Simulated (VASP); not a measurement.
The system is CuO2.

```
Cu O
1.0
     1.46912   -5.41918    0.00000
     1.46912    5.41918    0.00000
     0.00000    0.00000    4.34342
Cu O
2 4
Direct
  0.16725 0.83275 0.75000
  0.83275 0.16725 0.25000
  0.78897 0.21103 0.75000
  0.21103 0.78897 0.25000
  0.55149 0.44851 0.75000
  0.44851 0.55149 0.25000
```

Base run:

| Item | Value |
| --- | --- |
| Program | VASP 6.6.1 |
| Functional | PBEsol |
| Potentials or basis | VASP PAW PBE potentials, release 64 (Cu_sv_GW, O) |
| Cutoff | 700 eV |
| k mesh | 8 × 8 × 5 |
| Occupations | fermi-dirac, width 0.05 eV |
| Spin | no spin polarisation |

Its results: band gap on the k mesh zero (band 31 reaches 1.80 eV, above the bottom of band 32 at 1.48 eV); pressure -20.0 GPa; largest force 1.142 eV/Å.

**Question.** The run is repeated on the same cell with these changes: potentials or basis from VASP PAW PBE potentials, release 64 (Cu_sv_GW, O) to VASP PAW PBE potentials, release 64 (Cu, O); cutoff from 700 eV to 520 eV; further incar settings from ALGO = Normal; EDIFF = 1e-06; NBANDS = 40 to ALGO = Normal; EDIFF = 1e-07; NBANDS = 32; valence electrons from 62 to 46. What comes out?

**Answer.** Band gap on the k mesh zero (band 23 reaches 1.76 eV, above the bottom of band 24 at 1.43 eV); pressure -18.2 GPa; largest force 1.094 eV/Å.

Caveats: the PAW data sets were made with another functional, which shifts forces and pressure a little; semilocal functionals often make such compounds metallic where correlation or magnetic order opens a gap, which also shifts bond lengths.
